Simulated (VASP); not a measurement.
# FeSi (P2_13) in VASP: a series of runs

The runs below take FeSi through single point, with PBE.

Everything below comes from runs of VASP 6.6.1. Logs are shortened: lines on timing, memory, paths and dates and some standing lists are left out, and cuts for length are marked.

**1. The cell of the first run**

Symmetry: P2_13, No. 198, cubic system. Conventional cell: a = 4.388 Å, b = 4.388 Å, c = 4.388 Å, α = 90.00°, β = 90.00°, γ = 90.00°. Within 3.0 Å of Fe (site symmetry 3) lie 7 Si at 2.25 to 2.46 Å and 6 Fe at 2.69 Å. Within 3.0 Å of Si (site symmetry 3) lie 7 Fe at 2.25 to 2.46 Å and 6 Si at 2.72 Å.

**2. Single point, PBE (volume scaled by 0.960)**

File INCAR:

```
PREC     = Accurate       # precision mode
ENCUT    = 520            # plane-wave cutoff, eV
EDIFF    = 1E-7           # SCF threshold, eV
ISMEAR   = 0              # smearing method
SIGMA    = 0.05           # smearing width, eV
LREAL    = F              # projectors in reciprocal space
LASPH    = T              # aspherical terms in the spheres
NELM     = 80             # most SCF steps
ALGO     = Normal         # electronic algorithm
ISIF     = 2              # what is computed and relaxed
LWAVE    = F              # write WAVECAR
LCHARG   = T              # write CHGCAR
GGA      = PE             # functional
LELF     = T              # ELF
LVHAR    = T            
NBANDS   = 34             # bands
```

File KPOINTS:

```
regular mesh
0
Gamma
  8 8 8
```

File POSCAR:

```
FeSi
1.0
    4.3879340614      0.0000000000      0.0000000000
    0.0000000000      4.3879340614      0.0000000000
    0.0000000000      0.0000000000      4.3879340614
Fe Si
4 4
Direct
    0.1377414844      0.1377414844      0.1377414844
    0.3622585156      0.8622585156      0.6377414844
    0.6377414844      0.3622585156      0.8622585156
    0.8622585156      0.6377414844      0.3622585156
    0.8415013187      0.8415013187      0.8415013187
    0.6584986813      0.1584986813      0.3415013187
    0.3415013187      0.6584986813      0.1584986813
    0.1584986813      0.3415013187      0.6584986813
```

Potentials or basis: VASP PAW PBE potentials, release 64 (Fe, Si).

Launch:

```bash
cat potpaw_PBE.64/Fe/POTCAR potpaw_PBE.64/Si/POTCAR > POTCAR
mpirun -np 1 vasp_std > vasp.out
```

OUTCAR:

```text
PREC = Accurate
   ENCUT = 520
   EDIFF = 1E-7
   ISMEAR = 0
   LREAL = F
   LASPH = T
   NELM = 80
   ISIF = 2
   GGA = PE

 ion  position               nearest neighbor table
   1  0.138  0.138  0.138-   5 2.25   6 2.29   7 2.29   8 2.29   7 2.46   8 2.46   6 2.46   3 2.69
                             4 2.69   2 2.69   2 2.69   4 2.69   3 2.69
   2  0.362  0.862  0.638-   6 2.25   5 2.29   7 2.29   8 2.29   7 2.46   8 2.46   5 2.46   1 2.69
                             1 2.69   3 2.69   3 2.69   4 2.69   4 2.69
   3  0.638  0.362  0.862-   7 2.25   6 2.29   5 2.29   8 2.29   8 2.46   6 2.46   5 2.46   1 2.69
                             4 2.69   2 2.69   2 2.69   4 2.69   1 2.69
   4  0.862  0.638  0.362-   8 2.25   6 2.29   7 2.29   5 2.29   6 2.46   5 2.46   7 2.46   1 2.69
                             3 2.69   2 2.69   1 2.69   2 2.69   3 2.69
   5  0.842  0.842  0.842-   1 2.25   2 2.29   3 2.29   4 2.29   3 2.46   4 2.46   2 2.46   6 2.72
                             7 2.72   8 2.72   6 2.72   8 2.72   7 2.72
   6  0.658  0.158  0.342-   2 2.25   1 2.29   3 2.29   4 2.29   3 2.46   4 2.46   1 2.46   8 2.72
                             5 2.72   5 2.72   7 2.72   7 2.72   8 2.72
   7  0.342  0.658  0.158-   3 2.25   2 2.29   1 2.29   4 2.29   4 2.46   2 2.46   1 2.46   8 2.72
                             5 2.72   8 2.72   6 2.72   6 2.72   5 2.72
   8  0.158  0.342  0.658-   4 2.25   2 2.29   3 2.29   1 2.29   2 2.46   1 2.46   3 2.46   7 2.72
                             5 2.72   7 2.72   5 2.72   6 2.72   6 2.72

  LATTYP: Found a simple cubic cell.
 ALAT       =     4.3879340614

  Lattice vectors:

 A1 = (   4.3879340614,   0.0000000000,   0.0000000000)
 A2 = (   0.0000000000,   4.3879340614,   0.0000000000)
 A3 = (   0.0000000000,   0.0000000000,   4.3879340614)

Analysis of symmetry for initial positions (statically):
=====================================================================
 Subroutine PRICEL returns:
 Original cell was already a primitive cell.

 Routine SETGRP: Setting up the symmetry group for a
 simple cubic supercell.

 Subroutine GETGRP returns: Found 12 space group operations
 (whereof  3 operations were pure point group operations)
 out of a pool of 48 trial point group operations.

The static configuration has the point symmetry C_3 .
 The point group associated with its full space group is T   .

Analysis of symmetry for dynamics (positions and initial velocities):
=====================================================================
 Subroutine PRICEL returns:
 Original cell was already a primitive cell.

 Routine SETGRP: Setting up the symmetry group for a
 simple cubic supercell.

 Subroutine GETGRP returns: Found 12 space group operations
 (whereof  3 operations were pure point group operations)
[... 121 lines left out ...]
   ISIF   =      2    stress and relaxation
   ISYM   =      2    0-nonsym 1-usesym 2-fastsym
   POTIM  = 0.5000    time-step for ionic-motion
   TEBEG  =    0.0;   TEEND  =   0.0 temperature during run
   PSTRESS=    0.0 pullay stress
   NELECT =      48.0000    total number of electrons
   NUPDOWN=      -1.0000    fix difference up-down
   EMIN   =  10.00;   EMAX   =-10.00  energy-range for DOS
   EFERMI =   0.00;   METHOD = LEGACY
   ISMEAR =     0;   SIGMA  =   0.05  broadening in eV -4-tet -1-fermi 0-gaus
   EFERMI_NEDOS =   21; number of points for ismear=-14 and -15
   IALGO  =     38    algorithm
   IMIX   =      4    mixing-type and parameters
     AMIX     =   0.40;   BMIX     =  1.00
     AMIX_MAG =   1.60;   BMIX_MAG =  1.00
  volume/ion in A,a.u.               =      10.56        71.27
  Fermi-wavevector in a.u.,A,eV,Ry     =   1.355903  2.562284 25.013927  1.838472
  Thomas-Fermi vector in A             =   2.482951
   LORBIT       =      0    0 simple, 1 ext, 2 COOP (PROOUT), +10 PAW based schemes
   GGA     = PE    functional components
   LHFCALC =     F    Hartree Fock is set to
   AEXX    =    0.0000 exact exchange contribution
   IVDW    =     0    specifies the selected vdW correction
   LEPSILON=     F    determine dielectric tensor
   LRPA    =     F    only Hartree local field effects (RPA)
 non-spin polarized calculation
 Gauss-broadening in eV      SIGMA  =   0.05
  energy-cutoff  :      520.00
  volume of cell :       84.49
 maximum number of plane-waves:      2301
 NGX is ok and might be reduce to    36
   NGX = 17   NGY = 17   NGZ = 17

 number of electron      47.9999990 magnetization

 Free energy of the ion-electron system (eV)
  ---------------------------------------------------
  ext. energy  EPLUGINS =         0.00000000
  ---------------------------------------------------
  free energy    TOTEN  =       -58.67660907 eV

  energy without entropy =      -58.67602413  energy(sigma->0) =      -58.67631660

 E-fermi :  10.3439     XC(G=0): -13.0045

 val. band max:       10.2642419574   @ k =  -0.1250   0.3750   0.0000
 cond. band min:      10.4226059868   @ k =   0.3750   0.1250   0.1250
 fundamental gap:      0.1583640295
 Fermi energy:        10.3439231170

 k-point     1 :       0.0000    0.0000    0.0000
  band No.  band energies     occupation
      1      -3.3109      2.00000
      2       2.1828      2.00000
      3       2.1828      2.00000
      4       2.1828      2.00000
      5       5.0383      2.00000
      6       5.0383      2.00000
[... 877 lines left out ...]
     33      14.7185      0.00000
     34      15.4162      0.00000

 [... further k-points ...]
[... 5 lines left out ...]
  --------------------------------------------------------------------------------------
  -------------------------------------------------------------------------------------
  Total        5.2841916      5.2841916      5.2841916      0.0000000      0.0000000      0.0000000
  in kB      100.2094922    100.2094922    100.2094922      0.0000000      0.0000000      0.0000000
  external PRESSURE =     100.2094922 kB  Pullay stress =       0.0000000 kB

 VOLUME and BASIS-vectors are now :
 -----------------------------------------------------------------------------
  energy-cutoff  :      520.00
  volume of cell :       84.49
      direct lattice vectors                 reciprocal lattice vectors
     4.387934061  0.000000000  0.000000000     0.227897682  0.000000000  0.000000000
     0.000000000  4.387934061  0.000000000     0.000000000  0.227897682  0.000000000
     0.000000000  0.000000000  4.387934061     0.000000000  0.000000000  0.227897682

 POSITION                                       TOTAL-FORCE (eV/Angst)
 -----------------------------------------------------------------------------------
      0.60440      0.60440      0.60440         0.021807      0.021807      0.021807
      1.58957      3.78353      2.79837        -0.021807     -0.021807      0.021807
      2.79837      1.58957      3.78353         0.021807     -0.021807     -0.021807
      3.78353      2.79837      1.58957        -0.021807      0.021807     -0.021807
      3.69245      3.69245      3.69245         0.000415      0.000415      0.000415
      2.88945      0.69548      1.49849        -0.000415     -0.000415      0.000415
      1.49849      2.88945      0.69548         0.000415     -0.000415     -0.000415
      0.69548      1.49849      2.88945        -0.000415      0.000415     -0.000415
 -----------------------------------------------------------------------------------
    total drift:                               -0.000001     -0.000000     -0.000000

  FREE ENERGIE OF THE ION-ELECTRON SYSTEM (eV)
  ---------------------------------------------------
  free  energy   TOTEN  =       -58.6766090738 eV

  energy  without entropy=      -58.6760241282  energy(sigma->0) =      -58.67631660
```

stdout:

```text
POSCAR found type information on POSCAR FeSi
 POSCAR found :  2 types and       8 ions
 scaLAPACK will be used
 LDA part: xc-table for (Slater+PW92), standard interpolation
 POSCAR, INCAR and KPOINTS ok, starting setup
 FFT: planning ... GRIDC
 FFT: planning ... GRID_SOFT
 FFT: planning ... GRID
 WAVECAR not read
 entering main loop
```

It took 74 s on 1 thread of Intel Xeon 6975P-C (Granite Rapids), shared host; peak memory 0.25 GiB.

What came out:

```
Free energy            : -58.6766 eV
Pressure               : 10.0 GPa
Largest force          : 0.038 eV/Å
Band gap on the k mesh : 0.16 eV, indirect (least direct gap 0.17 eV)
```

Forces on the atoms (eV/Å):
```
Fe   0.022  0.022  0.022
Fe  -0.022 -0.022  0.022
Fe   0.022 -0.022 -0.022
Fe  -0.022  0.022 -0.022
Si   0.000  0.000  0.000
Si   0.000  0.000  0.000
Si   0.000  0.000  0.000
Si   0.000  0.000  0.000
```

Caveat: the cell differs from its parent crystal (volume scaled by 0.960).

**3. Single point, PBE (volume scaled by 0.980)**

File INCAR:

```
SYSTEM = FeSi
  PREC = Accurate
  ENCUT = 520
  EDIFF = 1E-6
  ISMEAR = 0
  SIGMA = 0.05
  LREAL = .False.
  LASPH = .True.
  NELM = 80
  ALGO = Normal
  ISIF = 2
  LWAVE = .False.
  LCHARG = .True.
  GGA = PE
  LELF = .True.
  LVHAR = .True.
  NBANDS = 34
```

File KPOINTS:

```
regular mesh
0
Gamma
  8 8 8
  0 0 0
```

File POSCAR:

```
FeSi
1.0
    4.4181966319      0.0000000000      0.0000000000
    0.0000000000      4.4181966319      0.0000000000
    0.0000000000      0.0000000000      4.4181966319
Fe Si
4 4
Direct
    0.1368976893      0.1368976893      0.1368976893
    0.3631023107      0.8631023107      0.6368976893
    0.6368976893      0.3631023107      0.8631023107
    0.8631023107      0.6368976893      0.3631023107
    0.8411268884      0.8411268884      0.8411268884
    0.6588731116      0.1588731116      0.3411268884
    0.3411268884      0.6588731116      0.1588731116
    0.1588731116      0.3411268884      0.6588731116
```

Potentials or basis: VASP PAW PBE potentials, release 64 (Fe, Si).

Launch:

```bash
cat potpaw_PBE.64/Fe/POTCAR potpaw_PBE.64/Si/POTCAR > POTCAR
mpirun -np 1 vasp_std > vasp.out
```

OUTCAR:

```text
SYSTEM = FeSi
   PREC = Accurate
   ENCUT = 520
   EDIFF = 1E-6
   ISMEAR = 0
   LREAL = .False.
   LASPH = .True.
   NELM = 80
   ISIF = 2
   GGA = PE

 ion  position               nearest neighbor table
   1  0.137  0.137  0.137-   5 2.26   6 2.30   7 2.30   8 2.30   7 2.48   8 2.48   6 2.48   3 2.71
                             4 2.71   4 2.71   3 2.71   2 2.71   2 2.71
   2  0.363  0.863  0.637-   6 2.26   5 2.30   7 2.30   8 2.30   7 2.48   8 2.48   5 2.48   3 2.71
                             3 2.71   4 2.71   4 2.71   1 2.71   1 2.71
   3  0.637  0.363  0.863-   7 2.26   6 2.30   5 2.30   8 2.30   8 2.48   6 2.48   5 2.48   1 2.71
                             2 2.71   2 2.71   1 2.71   4 2.71   4 2.71
   4  0.863  0.637  0.363-   8 2.26   6 2.30   7 2.30   5 2.30   6 2.48   5 2.48   7 2.48   1 2.71
                             1 2.71   2 2.71   2 2.71   3 2.71   3 2.71
   5  0.841  0.841  0.841-   1 2.26   2 2.30   3 2.30   4 2.30   3 2.48   4 2.48   2 2.48   6 2.74
                             7 2.74   8 2.74   6 2.74   8 2.74   7 2.74
   6  0.659  0.159  0.341-   2 2.26   1 2.30   3 2.30   4 2.30   3 2.48   4 2.48   1 2.48   8 2.74
                             5 2.74   5 2.74   7 2.74   7 2.74   8 2.74
   7  0.341  0.659  0.159-   3 2.26   2 2.30   1 2.30   4 2.30   4 2.48   2 2.48   1 2.48   8 2.74
                             5 2.74   8 2.74   6 2.74   6 2.74   5 2.74
   8  0.159  0.341  0.659-   4 2.26   2 2.30   3 2.30   1 2.30   2 2.48   1 2.48   3 2.48   7 2.74
[... 1094 lines left out ...]

 [... further k-points ...]

------------------------ aborting loop because EDIFF is reached ----------------------------------------

  FORCE on cell =-STRESS in cart. coord.  units (eV):
  Direction    XX          YY          ZZ          XY          YZ          ZX
  --------------------------------------------------------------------------------------
  -------------------------------------------------------------------------------------
  Total        2.5914622      2.5914622      2.5914622      0.0000000      0.0000000      0.0000000
  in kB       48.1415802     48.1415802     48.1415802      0.0000000      0.0000000      0.0000000
  external PRESSURE =      48.1415802 kB  Pullay stress =       0.0000000 kB

 VOLUME and BASIS-vectors are now :
 -----------------------------------------------------------------------------
  energy-cutoff  :      520.00
  volume of cell :       86.25
      direct lattice vectors                 reciprocal lattice vectors
     4.418196632  0.000000000  0.000000000     0.226336690  0.000000000  0.000000000
     0.000000000  4.418196632  0.000000000     0.000000000  0.226336690  0.000000000
     0.000000000  0.000000000  4.418196632     0.000000000  0.000000000  0.226336690

 POSITION                                       TOTAL-FORCE (eV/Angst)
 -----------------------------------------------------------------------------------
      0.60484      0.60484      0.60484         0.021309      0.021309      0.021309
      1.60426      3.81336      2.81394        -0.021309     -0.021309      0.021309
      2.81394      1.60426      3.81336         0.021309     -0.021309     -0.021309
      3.81336      2.81394      1.60426        -0.021309      0.021309     -0.021309
      3.71626      3.71626      3.71626         0.000439      0.000439      0.000439
      2.91103      0.70193      1.50717        -0.000439     -0.000439      0.000439
      1.50717      2.91103      0.70193         0.000439     -0.000439     -0.000439
      0.70193      1.50717      2.91103        -0.000439      0.000439     -0.000439
 -----------------------------------------------------------------------------------
    total drift:                               -0.000001     -0.000001     -0.000000

  FREE ENERGIE OF THE ION-ELECTRON SYSTEM (eV)
  ---------------------------------------------------
  free  energy   TOTEN  =       -58.7565016541 eV

  energy  without entropy=      -58.7559268444  energy(sigma->0) =      -58.75621425
```

OSZICAR:

```text
N       E                     dE             d eps       ncg     rms          rms(c)
DAV:   1     0.347868877360E+03    0.34787E+03   -0.19615E+04  3060   0.158E+03
DAV:   2    -0.354203324303E+02   -0.38329E+03   -0.36322E+03  3060   0.366E+02
DAV:   3    -0.650491476736E+02   -0.29629E+02   -0.26836E+02  3440   0.120E+02
DAV:   4    -0.665757046455E+02   -0.15266E+01   -0.15011E+01  4520   0.254E+01
DAV:   5    -0.666052723342E+02   -0.29568E-01   -0.29513E-01  4208   0.374E+00    0.327E+01
DAV:   6    -0.710495065578E+02   -0.44442E+01   -0.14391E+02  4604   0.144E+02    0.304E+01
DAV:   7    -0.589556747882E+02    0.12094E+02   -0.55143E+01  4290   0.103E+02    0.924E+00
DAV:   8    -0.588651942504E+02    0.90481E-01   -0.36891E+00  4102   0.124E+01    0.323E+00
DAV:   9    -0.587657087243E+02    0.99486E-01   -0.29637E-01  4866   0.588E+00    0.128E+00
DAV:  10    -0.587569430180E+02    0.87657E-02   -0.20317E-02  4270   0.111E+00    0.367E-01
DAV:  11    -0.587566130306E+02    0.32999E-03   -0.22226E-03  4558   0.467E-01    0.179E-01
DAV:  12    -0.587565039289E+02    0.10910E-03   -0.24804E-04  4282   0.158E-01    0.595E-02
DAV:  13    -0.587565044526E+02   -0.52367E-06   -0.75319E-05  4912   0.581E-02    0.427E-02
DAV:  14    -0.587565016059E+02    0.28467E-05   -0.12879E-05  3900   0.248E-02    0.683E-03
DAV:  15    -0.587565016541E+02   -0.48254E-07   -0.10844E-06  1770   0.131E-02
   1 F= -.58756502E+02 E0= -.58756214E+02  d E =-.574810E-03
```

It took 82 s on 1 thread of Intel Xeon 6975P-C (Granite Rapids), shared host; peak memory 0.26 GiB.

Results:

| Quantity | Value |
| --- | --- |
| Free energy | -58.7565 eV |
| Pressure | 4.8 GPa |
| Largest force | 0.037 eV/Å |
| Band gap on the k mesh | 0.16 eV, indirect (least direct gap 0.17 eV) |

Forces on the atoms (eV/Å):
```
Fe   0.021  0.021  0.021
Fe  -0.021 -0.021  0.021
Fe   0.021 -0.021 -0.021
Fe  -0.021  0.021 -0.021
Si   0.000  0.000  0.000
Si   0.000  0.000  0.000
Si   0.000  0.000  0.000
Si   0.000  0.000  0.000
```

Caveat: the cell differs from its parent crystal (volume scaled by 0.980). A k mesh can miss the band edges.

**4. Single point, PBE**

This run uses another cell than the first one, of 11.00 Å³/atom, 1.042 times its volume.

File INCAR:

```
PREC = Accurate
ENCUT = 520
EDIFF = 1E-7
ISMEAR = 0
SIGMA = 0.05
LREAL = False
LASPH = True
NELM = 60
ALGO = Normal
ISIF = 2
LWAVE = False
LCHARG = True
GGA = PE
LELF = True
LVHAR = True
NBANDS = 34
```

File KPOINTS:

```
regular mesh
0
Gamma
  8 8 8
```

File POSCAR:

```
FeSi
1.0
    4.4480502174      0.0000000000      0.0000000000
    0.0000000000      4.4480502174      0.0000000000
    0.0000000000      0.0000000000      4.4480502174
Fe Si
4 4
Direct
    0.1360013812      0.1360013812      0.1360013812
    0.3639986188      0.8639986188      0.6360013812
    0.6360013812      0.3639986188      0.8639986188
    0.8639986188      0.6360013812      0.3639986188
    0.8407293038      0.8407293038      0.8407293038
    0.6592706962      0.1592706962      0.3407293038
    0.3407293038      0.6592706962      0.1592706962
    0.1592706962      0.3407293038      0.6592706962
```

Launch:

```bash
cat potpaw_PBE.64/Fe/POTCAR potpaw_PBE.64/Si/POTCAR > POTCAR
mpirun -np 1 vasp_std > vasp.out
```

It took 72 s on 1 thread of Intel Xeon 6975P-C (Granite Rapids), shared host; peak memory 0.25 GiB.

The run converged. Its results:

- Free energy: -58.7822 eV
- Pressure: 0.2 GPa
- Largest force: 0.035 eV/Å
- Band gap on the k mesh: 0.16 eV, indirect (least direct gap 0.17 eV)

Forces in eV/Å, atoms in the order of the input:
```
Fe   0.020  0.020  0.020
Fe  -0.020 -0.020  0.020
Fe   0.020 -0.020 -0.020
Fe  -0.020  0.020 -0.020
Si   0.001  0.001  0.001
Si  -0.001 -0.001  0.001
Si   0.001 -0.001 -0.001
Si  -0.001  0.001 -0.001
```

Levels at points of the mesh, in eV from the valence-band top:
```csv
k point,band 20,band 21,band 22,band 23,band 24,band 25,band 26,band 27,band 28,band 29
"(0.00, 0.00, 0.00)",-0.28,-0.28,-0.28,-0.04,-0.04,0.66,0.66,0.66,3.03,3.03
"(0.50, 0.00, 0.00)",-1.24,-0.38,-0.38,-0.01,-0.01,0.20,0.20,1.72,1.72,2.22
"(0.50, 0.50, 0.00)",-1.26,-1.01,-1.01,-0.36,-0.36,0.64,0.64,1.30,1.30,2.70
"(0.50, 0.50, 0.50)",-0.73,-0.67,-0.67,-0.67,-0.67,0.50,0.50,0.50,0.50,5.64
```

**5. Overview**

| cell | gap on the mesh (eV) | pressure (GPa) | largest force (eV/Å) |
| --- | --- | --- | --- |
| a = 4.388 Å, 8 atoms | 0.16 | 10.0 | 0.04 |
| a = 4.418 Å, 8 atoms | 0.16 | 4.8 | 0.04 |
| a = 4.448 Å, 8 atoms | 0.16 | 0.2 | 0.03 |

Alike in all rows: task single point; level PBE; potentials or basis VASP PAW PBE potentials, release 64 (Fe, Si); no spin polarisation; k mesh 8 × 8 × 8; cutoff (eV) 520; smearing gaussian 0.05 eV.

Total energies depend on the potentials used, so only differences within one code and one set of settings carry meaning.
